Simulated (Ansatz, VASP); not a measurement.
# Two plane-wave programs on TiO2

INCAR

```
ALGO = Normal
EDIFF = 1E-7
ENCUT = 520
GGA = PE
ISIF = 2
ISMEAR = 0
LASPH = True
LCHARG = False
LREAL = False
LWAVE = False
NBANDS = 33
NELM = 60
PREC = Accurate
SIGMA = 0.05
```

File KPOINTS:

```
k-points
0
Gamma
  6 6 8
```

The input POSCAR:

```
TiO2
1.0
    4.6430645286      0.0000000000      0.0000000000
    0.0000000000      4.6430645286      0.0000000000
    0.0000000000      0.0000000000      2.9640243868
Ti O
2 4
Direct
    0.0346466923      0.0392790258     -0.1362192821
    0.4591135203      0.4733776692      0.5027121929
    0.3253672455      0.2748228917      0.1101729149
    0.2376061529      0.8094259773      0.4994068650
    0.6528391327      0.7003221292      0.0432520339
    0.7904272564      0.2027723068      0.4806752755
```

Input for Ansatz:

```yaml
crystal:
  lattice:
    - [4.6430645286, 0.0, 0.0]
    - [0.0, 4.6430645286, 0.0]
    - [0.0, 0.0, 2.9640243868]
  atoms:
    - { symbol: Ti, position: [0.0346466923, 0.0392790258, -0.1362192821] }
    - { symbol: Ti, position: [0.4591135203, 0.4733776692, 0.5027121929] }
    - { symbol: O, position: [0.3253672455, 0.2748228917, 0.1101729149] }
    - { symbol: O, position: [0.2376061529, 0.8094259773, 0.499406865] }
    - { symbol: O, position: [0.6528391327, 0.7003221292, 0.0432520339] }
    - { symbol: O, position: [0.7904272564, 0.2027723068, 0.4806752755] }
basis:
  ecutwfc: 420
kpoints:
  mp_grid: { grid: [6, 6, 8] }
hamiltonian:
  xc: pbe
scf:
  occupations: { method: gaussian, width: 0.05 }
output:
  forces: true
  stress: true
  eigenvalues: true
```

Change from the starting cell: all atoms moved at random, sigma 0.15 Å a component.

Alike in both runs: task single point; functional PBE; k mesh 6 × 6 × 8; occupations gaussian, width 0.05 eV; no spin polarisation.

|  | VASP | Ansatz |
| --- | --- | --- |
| version | VASP 6.6.1 | Ansatz 0.2.0 |
| potentials or method | VASP PAW PBE potentials, release 64 (Ti_sv, O), cutoff 520 eV | scalar-relativistic, plane waves, PAW |
| valence electrons in the cell | 48 | 48 |

|  | VASP | Ansatz | Ansatz less VASP |
| --- | --- | --- | --- |
| gap on the k mesh at the Fermi level (eV) | 1.39 | 1.41 | +0.014 |
| least direct gap on the mesh (eV) | 1.68 | 1.69 | +0.015 |
| pressure (GPa) | 20.1 | 19.2 | -0.83 |
| traceless stress, the component that is largest in VASP (GPa) | 15.45 | 15.03 | -0.426 |
| rms of the force components (eV/Å) | 3.582 | 3.526 | -0.0564 |

Atom by atom the forces differ by 0.081 eV/Å (rms over components). With one functional, cell and mesh, what is left measures potentials, basis and numerics.
